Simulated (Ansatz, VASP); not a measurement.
BN: VASP beside Ansatz

Contents of INCAR:

```
  PREC = Accurate
  ENCUT = 520
  EDIFF = 1E-6
  ISMEAR = 0
  SIGMA = 0.05
  LREAL = F
  LASPH = T
  NELM = 80
  ALGO = Normal
  ISIF = 2
  LWAVE = F
  LCHARG = F
  NBANDS = 11
```

KPOINTS

```
Automatic mesh
0
Gamma
  12 12 12
```

File POSCAR:

```
BN
1.0
    0.0000000000      1.9695477275      1.5362472275
    1.9695477275      0.0000000000      1.5362472275
    1.9695477275      1.9695477275      0.0000000000
B N
1 1
Direct
    0.0000000000      0.0000000000      0.0000000000
    0.7500000000      0.7500000000      0.7500000000
```

Input for Ansatz:

```yaml
crystal:
  lattice:
    - [0.0, 1.9695477275, 1.5362472275]
    - [1.9695477275, 0.0, 1.5362472275]
    - [1.9695477275, 1.9695477275, 0.0]
  atoms:
    - { symbol: B, position: [0.0, 0.0, 0.0] }
    - { symbol: "N", position: [0.75, 0.75, 0.75] }
basis:
  ecutwfc: 420
kpoints:
  mp_grid: { grid: [12, 12, 12] }
hamiltonian:
  xc: lda
scf:
  occupations: { method: gaussian, width: 0.05 }
output:
  forces: true
  stress: true
  eigenvalues: true
```

Alike in both runs: task single point; functional LDA; k mesh 12 × 12 × 12; occupations gaussian, width 0.05 eV; no spin polarisation.

|  | VASP | Ansatz |
| --- | --- | --- |
| version | VASP 6.6.1 | Ansatz 0.2.0 |
| potentials or method | VASP PAW LDA potentials, release 64 (B, N), cutoff 520 eV | scalar-relativistic, plane waves, PAW |
| valence electrons in the cell | 8 | 8 |

Ansatz gave:

```
gap on the k mesh at the Fermi level (eV)                     : 1.16
least direct gap on the mesh (eV)                             : 6.90
pressure (GPa)                                                : -16.0
traceless stress, the component that is largest in VASP (GPa) : 70.92
```

Problem. Which values does VASP return?

Solution. gap on the k mesh at the Fermi level (eV): 1.14; least direct gap on the mesh (eV): 6.89; pressure (GPa): -15.2; traceless stress, the component that is largest in VASP (GPa): 70.81.

LDA's correlation is that of Perdew and Zunger in VASP and of Perdew and Wang (1992) in Ansatz.
